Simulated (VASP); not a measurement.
Wanted: the native input for a VASP 6.6.1 run.

```yaml
Task: relaxation of cell and atoms
Functional: PBEsol
Potentials_or_basis: VASP PAW PBE potentials, release 64 (Al)
Cutoff: 500 eV
k_mesh: 11 × 11 × 11
Occupations: fermi-dirac, width 0.05 eV
Spin: no spin polarisation
Dipole_correction: no
Further_INCAR_settings: ALGO = Normal; EDIFF = 1e-07; IBRION = 2; EDIFFG = -0.03; NSW = 60; ISIF = 3
```

The structure of Al lies in POSCAR:

```
Al
1.0
   -1.6050000000      1.6050000000      1.6050000000
    1.6050000000     -1.6050000000      1.6050000000
    1.6050000000      1.6050000000     -1.6050000000
Al
1
Direct
    0.0000000000      0.0000000000      0.0000000000
```

This isn't the form of Al at room conditions, which is fcc.

The input as run:

INCAR

```
PREC = Accurate
ENCUT = 500
EDIFF = 1E-7
ISMEAR = -1
SIGMA = 0.05
LREAL = F
LASPH = T
NELM = 120
ALGO = Normal
ISIF = 3
LWAVE = F
LCHARG = F
GGA = PS
IBRION = 2
NSW = 60
EDIFFG = -0.03
GGA_COMPAT = F
NELMIN = 4
```

KPOINTS

```
Automatic mesh
0
Gamma
  11 11 11
```

Potentials or basis: VASP PAW PBE potentials, release 64 (Al).

Command:

```sh
$ cat potpaw_PBE.64/Al/POTCAR > POTCAR
$ mpirun -np 1 vasp_std > vasp.out
```

Results of the run:

```json
{
  "Pressure after relaxing": "0.2 GPa",
  "Band gap on the k mesh": "zero (an odd number of electrons rules out a gap without spin polarisation)"
}
```

Caveat: the relaxation stopped at its first step, so nothing moved; the PAW data sets were made with another functional, which shifts forces and pressure a little.

It took 2.9 s on 1 thread of AMD EPYC 9R14 (Zen 4), on a shared host, peak memory 0.08 GiB.
